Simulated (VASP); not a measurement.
Here is a VASP 6.6.1 calculation.

Contents of INCAR:

```
SYSTEM = SnSe2
PREC = Accurate
ENCUT = 520
EDIFF = 1E-7
ISMEAR = 0
SIGMA = 0.03
LREAL = .False.
LASPH = .True.
NELM = 100
ALGO = Normal
ISIF = 2
LWAVE = .False.
LCHARG = .False.
GGA = PE
IVDW = 12
NBANDS = 20
```

File KPOINTS:

```
regular mesh
0
Gamma
  12 12 6
  0 0 0
```

File POSCAR:

```
SnSe2
1.0
    3.6470961658      0.0000000000      0.0000000000
   -1.8235480829      3.1584779297      0.0000000000
    0.0000000000      0.0000000000      6.0116311105
Sn Se
1 2
Direct
    0.0000000000      0.0000000000      0.0000000000
    0.3333333333      0.6666666667      0.2651529960
    0.6666666667      0.3333333333      0.7348470040
```

Potentials or basis: VASP PAW PBE potentials, release 64 (Sn_d, Se).

Run with:

```console
$ cat potpaw_PBE.64/Sn_d/POTCAR potpaw_PBE.64/Se/POTCAR > POTCAR
$ mpirun -np 1 vasp_std > vasp.out
```

**Question.** Predict the dispersion energy per atom.

**Answer.** -0.404 eV.

**Question.** What does it give for the pressure?

**Answer.** 8.8 GPa.

**Question.** What does it give for the band gap on the k mesh?

**Answer.** 0.47 eV (least direct gap 1.25 eV).

Stress tensor (GPa, compression positive):
```
10.09  0.00  0.00
 0.00 10.09  0.00
 0.00  0.00  6.30
```

Caveat: the cell differs from its parent crystal (strain -0.050 along x and y, +0.000 along z); the cell stands under pressure; spin-orbit coupling is left out, which moves the levels of the heavy elements. A k mesh can miss the band edges.
